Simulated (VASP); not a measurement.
# SiTe4H (P4/mmm) in VASP: further runs, part 3 of 3

VASP 6.6.1.

## (5) Relaxation of cell and atoms, PBE

Contents of INCAR:

```
ALGO = Normal
EDIFF = 1E-7
EDIFFG = -0.04
ENCUT = 600
GGA = PE
IBRION = 2
ISIF = 3
ISMEAR = 0
LASPH = T
LCHARG = F
LREAL = F
LWAVE = F
NELM = 100
NSW = 90
PREC = Accurate
SIGMA = 0.1
```

Contents of KPOINTS:

```
k-points
0
Gamma
  4 4 4
```

Contents of POSCAR:

```
SiTe4H
1.0
    6.2195625300      0.0000000000      0.0000000000
    0.0000000000      6.2195625300      0.0000000000
    0.0000000000      0.0000000000      4.9139236500
Si Te H
1 4 1
Direct
    0.0000000000      0.0000000000      0.0000000000
    0.2165332200      0.5000000000      0.5000000000
    0.7834667800      0.5000000000      0.5000000000
    0.5000000000      0.7834667800      0.5000000000
    0.5000000000      0.2165332200      0.5000000000
    0.5000000000      0.5000000000      0.5000000000
```

Potentials or basis: VASP PAW PBE potentials, release 64 (Si, Te, H).

The run is started by

```
$ cat potpaw_PBE.64/Si/POTCAR potpaw_PBE.64/Te/POTCAR potpaw_PBE.64/H/POTCAR > POTCAR
$ mpirun -np 1 vasp_std > vasp.out
```

OUTCAR:

```text
EDIFF = 1E-7
   EDIFFG = -0.04
   ENCUT = 600
   GGA = PE
   IBRION = 2
   ISIF = 3
   ISMEAR = 0
   LASPH = T
   LREAL = F
   NELM = 100
   NSW = 90
   PREC = Accurate

 ion  position               nearest neighbor table
   1  0.000  0.000  0.000-
   2  0.217  0.500  0.500-   6 1.76   5 2.49   4 2.49   3 2.69   3 3.53
   3  0.783  0.500  0.500-   6 1.76   5 2.49   4 2.49   2 2.69   2 3.53
   4  0.500  0.783  0.500-   6 1.76   3 2.49   2 2.49   5 2.69   5 3.53
   5  0.500  0.217  0.500-   6 1.76   3 2.49   2 2.49   4 2.69   4 3.53
   6  0.500  0.500  0.500-   2 1.76   3 1.76   4 1.76   5 1.76

  LATTYP: Found a simple tetragonal cell.
 ALAT       =     6.2195625300
 C/A-ratio  =     0.7900754476

  Lattice vectors:

 A1 = (   6.2195625300,   0.0000000000,   0.0000000000)
 A2 = (   0.0000000000,   6.2195625300,   0.0000000000)
 A3 = (   0.0000000000,   0.0000000000,   4.9139236500)

Analysis of symmetry for initial positions (statically):
=====================================================================
 Subroutine PRICEL returns:
 Original cell was already a primitive cell.

 Routine SETGRP: Setting up the symmetry group for a
 simple tetragonal supercell.

 Subroutine GETGRP returns: Found 16 space group operations
 (whereof 16 operations were pure point group operations)
 out of a pool of 16 trial point group operations.

The static configuration has the point symmetry D_4h.

Analysis of symmetry for dynamics (positions and initial velocities):
=====================================================================
 Subroutine PRICEL returns:
 Original cell was already a primitive cell.

 Routine SETGRP: Setting up the symmetry group for a
 simple tetragonal supercell.

 Subroutine GETGRP returns: Found 16 space group operations
 (whereof 16 operations were pure point group operations)
 out of a pool of 16 trial point group operations.

The dynamic configuration has the point symmetry D_4h.

 Subroutine INISYM returns: Found 16 space group operations
 (whereof 16 operations are pure point group operations),
 and found     1 'primitive' translations

----------------------------------------------------------------------------------------

                                     Primitive cell

  volume of cell :     190.0851

  direct lattice vectors                    reciprocal lattice vectors
     6.219562530  0.000000000  0.000000000     0.160783012  0.000000000  0.000000000
     0.000000000  6.219562530  0.000000000     0.000000000  0.160783012  0.000000000
     0.000000000  0.000000000  4.913923650     0.000000000  0.000000000  0.203503365

  length of vectors
     6.219562530  6.219562530  4.913923650     0.160783012  0.160783012  0.203503365

  position of ions in fractional coordinates (direct lattice)
     0.000000000  0.000000000  0.000000000
     0.216533220  0.500000000  0.500000000
     0.783466780  0.500000000  0.500000000
     0.500000000  0.783466780  0.500000000
     0.500000000  0.216533220  0.500000000
     0.500000000  0.500000000  0.500000000

  ion indices of the primitive-cell ions
   primitive index   ion index
                 1           1
                 2           2
                 3           3
                 4           4
                 5           5
                 6           6

----------------------------------------------------------------------------------------

 KPOINTS: k-points

Automatic generation of k-mesh.
 Grid dimensions read from file:
 generate k-points for:    4    4    4

 Generating k-lattice:

  Cartesian coordinates                     Fractional coordinates (reciprocal lattice)
     0.040195753  0.000000000  0.000000000     0.250000000  0.000000000  0.000000000
     0.000000000  0.040195753  0.000000000     0.000000000  0.250000000  0.000000000
     0.000000000  0.000000000  0.050875841     0.000000000  0.000000000  0.250000000

  Length of vectors
     0.040195753  0.040195753  0.050875841

  Shift w.r.t. Gamma in fractional coordinates (k-lattice)
     0.000000000  0.000000000  0.000000000

 Subroutine IBZKPT returns following result:
 ===========================================

 Found     18 irreducible k-points:

 Following reciprocal coordinates:
            Coordinates               Weight
  0.000000  0.000000  0.000000      1.000000
  0.250000  0.000000  0.000000      4.000000
  0.500000  0.000000  0.000000      2.000000
  0.250000  0.250000  0.000000      4.000000
  0.500000  0.250000  0.000000      4.000000
  0.500000  0.500000  0.000000      1.000000
[... 10 lines left out ...]
  0.500000  0.250000  0.500000      4.000000
  0.500000  0.500000  0.500000      1.000000
   k-points           NKPTS =     18   k-points in BZ     NKDIM =     18   number of bands    NBANDS=     18
   number of dos      NEDOS =    301   number of ions     NIONS =      6
   total plane-waves  NPLWV = 100000
   dimension x,y,z NGX =    50 NGY =   50 NGZ =   40
   dimension x,y,z NGXF=   100 NGYF=  100 NGZF=   80
   ions per type =               1   4   1
   NGX,Y,Z   is equivalent  to a cutoff of  13.36, 13.36, 13.53 a.u.
   NGXF,Y,Z  is equivalent  to a cutoff of  26.73, 26.73, 27.07 a.u.
 SYSTEM =  unknown system
   PREC   = accura    normal or accurate (medium, high low for compatibility)
   ISTART =      0    job   : 0-new  1-cont  2-samecut
   ICHARG =      2    charge: 1-file 2-atom 10-const
   ISPIN  =      1    spin polarized calculation?
   LNONCOLLINEAR =      F non collinear calculations
   LSORBIT =      F    spin-orbit coupling
   LASPH  =      T    aspherical Exc in radial PAW
   ENCUT  =  600.0 eV  44.10 Ry    6.64 a.u.  12.42 12.42  9.81*2*pi/ulx,y,z
   NELM   =    100;   NELMIN=  2; NELMDL= -5     # of ELM steps
   EDIFF  = 0.1E-06   stopping-criterion for ELM
   LREAL  =      F    real-space projection
   EDIFFG = -.4E-01   stopping-criterion for IOM
   NSW    =     90    number of steps for IOM
   IBRION =      2    ionic relax: 0-MD 1-quasi-New 2-CG
   NFREE  =      1    steps in history (QN), initial steepest desc. (CG)
   ISIF   =      3    stress and relaxation
   ISYM   =      2    0-nonsym 1-usesym 2-fastsym
   POTIM  = 0.5000    time-step for ionic-motion
   TEBEG  =    0.0;   TEEND  =   0.0 temperature during run
   PSTRESS=    0.0 pullay stress
   NELECT =      29.0000    total number of electrons
   NUPDOWN=      -1.0000    fix difference up-down
   EMIN   =  10.00;   EMAX   =-10.00  energy-range for DOS
   EFERMI =   0.00;   METHOD = LEGACY
   ISMEAR =     0;   SIGMA  =   0.10  broadening in eV -4-tet -1-fermi 0-gaus
   EFERMI_NEDOS =   21; number of points for ismear=-14 and -15
   IALGO  =     38    algorithm
   IMIX   =      4    mixing-type and parameters
     AMIX     =   0.40;   BMIX     =  1.00
     AMIX_MAG =   1.60;   BMIX_MAG =  1.00
  volume/ion in A,a.u.               =      31.68       213.79
  Fermi-wavevector in a.u.,A,eV,Ry     =   0.874765  1.653066 10.411369  0.765214
  Thomas-Fermi vector in A             =   1.994342
   LORBIT       =      0    0 simple, 1 ext, 2 COOP (PROOUT), +10 PAW based schemes
   GGA     = PE    functional components
   LHFCALC =     F    Hartree Fock is set to
   AEXX    =    0.0000 exact exchange contribution
   IVDW    =     0    specifies the selected vdW correction
   LEPSILON=     F    determine dielectric tensor
   LRPA    =     F    only Hartree local field effects (RPA)
 conjugate gradient relaxation of ions
 non-spin polarized calculation
 Gauss-broadening in eV      SIGMA  =   0.10
  energy-cutoff  :      600.00
  volume of cell :      190.09
 maximum number of plane-waves:      6408
 NGX is ok and might be reduce to    50
   NGX = 25   NGY = 25   NGZ = 19

--------------------------------------- Ionic step        1  -------------------------------------------

 number of electron      28.9999999 magnetization

 Free energy of the ion-electron system (eV)
  ---------------------------------------------------
  ext. energy  EPLUGINS =         0.00000000
  ---------------------------------------------------
  free energy    TOTEN  =        -8.15892756 eV

  energy without entropy =       -8.10436189  energy(sigma->0) =       -8.13164472

------------------------ aborting loop because EDIFF is reached ----------------------------------------

  FORCE on cell =-STRESS in cart. coord.  units (eV):
  Direction    XX          YY          ZZ          XY          YZ          ZX
  --------------------------------------------------------------------------------------
  -------------------------------------------------------------------------------------
  Total       43.4276764     43.4276764     -4.0001334      0.0000000     -0.0000000      0.0000000
  in kB      366.0404615    366.0404615    -33.7160721      0.0000000     -0.0000000      0.0000000
  external PRESSURE =     232.7882836 kB  Pullay stress =       0.0000000 kB
[... 1247 lines left out ...]
      5      -0.1837      2.00000
      6       0.0525      2.00000
[... 10 lines left out ...]
     17       6.1579      0.00000
     18       6.4790      0.00000

[... ionic steps 4 to 36 ...]

--------------------------------------- Ionic step       37  -------------------------------------------

 number of electron      29.0000001 magnetization

------------------------ aborting loop because EDIFF is reached ----------------------------------------
[... 75 lines left out ...]
--------------------------------------- Ionic step       39  -------------------------------------------

 number of electron      29.0000000 magnetization

 Free energy of the ion-electron system (eV)
  ---------------------------------------------------
  ext. energy  EPLUGINS =         0.00000000
  ---------------------------------------------------
  free energy    TOTEN  =       -16.68606882 eV

  energy without entropy =      -16.65851940  energy(sigma->0) =      -16.67229411

 E-fermi :   4.8589     XC(G=0):  -8.8077

 val. band max:        4.8178847854   @ k =   0.5000   0.0000   0.2500
 cond. band min:       4.8904875318   @ k =   0.5000   0.2500   0.2500
 fundamental gap:      0.0726027464
 Fermi energy:         4.8588854090
[... 409 lines left out ...]
  FREE ENERGIE OF THE ION-ELECTRON SYSTEM (eV)
  ---------------------------------------------------
  free  energy   TOTEN  =       -16.6860688178 eV

  energy  without entropy=      -16.6585194045  energy(sigma->0) =      -16.67229411

 reached required accuracy - stopping structural energy minimisation
```

OSZICAR:

```text
N       E                     dE             d eps       ncg     rms          rms(c)
DAV:   1     0.167312444171E+03    0.16731E+03   -0.11362E+04   648   0.139E+03
DAV:   2     0.515997297258E+01   -0.16215E+03   -0.15988E+03   880   0.206E+02
DAV:   3    -0.786016713789E+01   -0.13020E+02   -0.12655E+02   760   0.601E+01
[... 629 lines left out ...]
DAV:   3    -0.166861655233E+02    0.17025E-03   -0.42278E-04   730   0.727E-02    0.608E-02
DAV:   4    -0.166861028702E+02    0.62653E-04   -0.10352E-04   716   0.415E-02    0.220E-02
DAV:   5    -0.166860690877E+02    0.33782E-04   -0.65232E-05   676   0.370E-02    0.355E-02
DAV:   6    -0.166860687931E+02    0.29457E-06   -0.46288E-06   914   0.110E-02    0.244E-02
DAV:   7    -0.166860688178E+02   -0.24615E-07   -0.55470E-07   658   0.376E-03
  39 F= -.16686069E+02 E0= -.16672294E+02  d E =-.615125E-02
```

CONTCAR:

```text
SiTe4H
   1.00000000000000
     7.4967238629587962    0.0000000000000000   -0.0000000000000000
     0.0000000000000000    7.4967238629587962   -0.0000000000000000
    -0.0000000000000000    0.0000000000000000    3.1307145547297011
  Si              Te              H
     1     4     1
Direct
     0.0000000000000000    0.0000000000000000    0.0000000000000000
     0.1928638666967598    0.5000000000000000    0.5000000000000000
     0.8071361333032404    0.5000000000000000    0.5000000000000000
     0.5000000000000000    0.8071361333032404    0.5000000000000000
     0.5000000000000000    0.1928638666967598    0.5000000000000000
     0.5000000000000000    0.5000000000000000    0.5000000000000000

  0.00000000E+00  0.00000000E+00  0.00000000E+00
  0.00000000E+00  0.00000000E+00  0.00000000E+00
  0.00000000E+00  0.00000000E+00  0.00000000E+00
  0.00000000E+00  0.00000000E+00  0.00000000E+00
  0.00000000E+00  0.00000000E+00  0.00000000E+00
  0.00000000E+00  0.00000000E+00  0.00000000E+00
```

It took 62 min on 1 thread of Oxide Virtual Turin-like, shared host; peak memory 0.35 GiB.

What came out:

| Property | Result |
| --- | --- |
| Free energy | -16.6861 eV |
| Relaxed volume | 29.32 Å³/atom |
| Relaxed cell | a = 7.497 Å, b = 7.497 Å, c = 3.131 Å, α = 90.00°, β = 90.00°, γ = 90.00° |
| Space group after relaxing (to 0.05 Å) | P4/mmm (No. 123) |
| Energy gained by relaxing | 1421.2 meV/atom |
| Ionic steps | 39 |
| Pressure after relaxing | 0.0 GPa |
| Largest force after relaxing | 0.004 eV/Å |

Forces in eV/Å, atoms in the order of the input:
```
Si   0.000  0.000  0.000
Te   0.004  0.000  0.000
Te  -0.004  0.000  0.000
Te   0.000 -0.004  0.000
Te   0.000  0.004  0.000
H    0.000  0.000  0.000
```

Step by step:
```csv
step,energy change (eV),largest force (eV/Å),pressure (GPa),volume (Å³)
1,0.0000,7.7605,23.28,190.09
2,-4.2640,0.8226,-2.06,334.88
3,-4.5583,0.9431,-2.14,320.80
4,-4.8467,1.0694,-2.13,307.80
5,-5.9722,1.5857,0.51,245.85
6,-5.9774,1.5427,0.95,242.19
7,-5.9758,1.5732,0.67,244.45
8,-6.2735,0.2602,-1.68,252.18
9,-6.2746,0.2169,-1.78,252.66
10,-6.4380,0.0035,-1.30,239.50
11,-6.5779,0.3863,-0.14,221.45
12,-6.5953,0.6006,0.63,213.38
13,-6.6865,0.7094,0.68,208.12
14,-6.8775,0.8406,1.08,196.18
15,-7.4404,1.1851,3.30,172.05
16,1.1386,2.9995,47.81,122.78
17,-7.4869,1.3793,3.72,169.97
18,-7.0964,1.8932,13.27,146.53
19,-7.6289,1.7634,4.73,165.45
20,-7.7044,1.8357,7.85,156.02
21,-7.7359,1.8113,6.24,160.09
22,-7.8024,1.7279,6.62,158.74
23,-7.8291,1.6279,7.19,157.17
24,-7.9004,1.5261,6.63,158.31
25,-8.0844,1.2372,5.07,161.76
26,-8.3311,0.7623,2.43,168.80
27,-8.4449,0.2401,-1.36,183.48
28,-8.4553,0.2994,-0.72,180.39
29,-8.4556,0.3146,-0.57,179.75
30,-8.4626,0.3016,-0.49,179.27
31,-8.4784,0.2734,-0.21,177.84
32,-8.4875,0.2467,0.42,174.97
33,-8.4968,0.2312,0.42,174.78
34,-8.5181,0.1069,0.46,174.21
35,-8.4746,0.5348,0.93,173.06
36,-8.5208,0.0277,0.50,174.02
37,-8.5210,0.0059,0.52,173.95
38,-8.5268,0.0043,0.13,175.46
39,-8.5271,0.0042,0.00,175.95
```

Final structure:
```
Si Te H
1.0
     7.49672    0.00000    0.00000
     0.00000    7.49672    0.00000
     0.00000    0.00000    3.13071
Si Te H
1 4 1
Direct
  0.00000 0.00000 0.00000
  0.19286 0.50000 0.50000
  0.80714 0.50000 0.50000
  0.50000 0.80714 0.50000
  0.50000 0.19286 0.50000
  0.50000 0.50000 0.50000
```

Caveat: spin-orbit coupling is left out, which moves the levels of the heavy elements.

## (6) The runs side by side

```csv
task,cell,k mesh,cutoff (eV),gap on the mesh (eV),pressure (GPa),relaxed volume (Å³/atom),largest force (eV/Å)
single point,"a = 6.220, b = 6.220, c = 4.914 Å, 6 atoms",4 × 4 × 4,520,none,23.3,-,7.76
relaxation of cell and atoms,"relaxed from a = 7.483, b = 7.483, c = 3.130 Å, 6 atoms",2 × 2 × 6,600,none,0.0,29.78,0.01
single point,"a = 7.636, b = 7.636, c = 3.046 Å, 6 atoms",6 × 6 × 12,520,none,0.0,-,0.02
relaxation of cell and atoms,"relaxed from a = 6.220, b = 6.220, c = 4.914 Å, 6 atoms",4 × 4 × 4,600,none,0.0,29.32,-
```

Alike in all rows: level PBE; potentials or basis VASP PAW PBE potentials, release 64 (Si, Te, H); no spin polarisation; smearing gaussian 0.1 eV.

Caveats: some runs use coarse meshes; spin-orbit coupling is left out, which moves the levels of the heavy elements; forces of over 1 eV/Å act on the atoms, so gaps and moduli don't describe the material at rest (some runs).

Absolute energies hang on the potentials; compare differences alone.
